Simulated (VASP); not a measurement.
Cu:

```
Cu
1.0
    -2.20832    2.20832    1.20468
     2.20832   -2.20832    1.20468
     2.20832    2.20832   -1.20468
Cu
2
Cartesian
  0.0000 0.0000 0.0000
  0.0000 2.2083 0.6023
```

- Program: VASP 6.6.1
- Task: relaxation of cell and atoms
- Functional: PBE
- Potentials or basis: VASP PAW PBE potentials, release 64 (Cu)
- Cutoff: 600 eV
- k mesh: 8 × 8 × 8
- Occupations: gaussian, width 0.1 eV
- Spin: no spin polarisation

At the start: pressure 18.0 GPa; volume 11.75 Å³/atom.

Problem. How do energy, volume and symmetry change on relaxing?

Solution. Over 5 steps the energy falls by 87.9 meV/atom and the volume is 13.26 Å³/atom (+12.8 %); space group I4_1/amd (No. 141, to 0.05 Å).

Step by step:
| step | energy change (eV) | largest force (eV/Å) | pressure (GPa) | volume (Å³) |
| --- | --- | --- | --- | --- |
| 1 | 0.0000 | 0.0000 | 18.04 | 23.50 |
| 2 | -0.1386 | 0.0000 | -6.26 | 28.27 |
| 3 | -0.1730 | 0.0000 | -0.49 | 26.58 |
| 4 | -0.1730 | 0.0000 | -0.73 | 26.64 |
| 5 | -0.1757 | 0.0000 | -0.12 | 26.52 |

Final structure:
```xyz
2
Lattice="-2.3335 2.3335 1.2174 2.3335 -2.3335 1.2174 2.3335 2.3335 -1.2174" Properties=species:S:1:pos:R:3 pbc="T T T"
Cu    2.3335    2.3335   -1.2174
Cu    0.0000    2.3335    0.6087
```

Caveat: the k points lie up to 0.36 Å⁻¹ apart in the final cell.
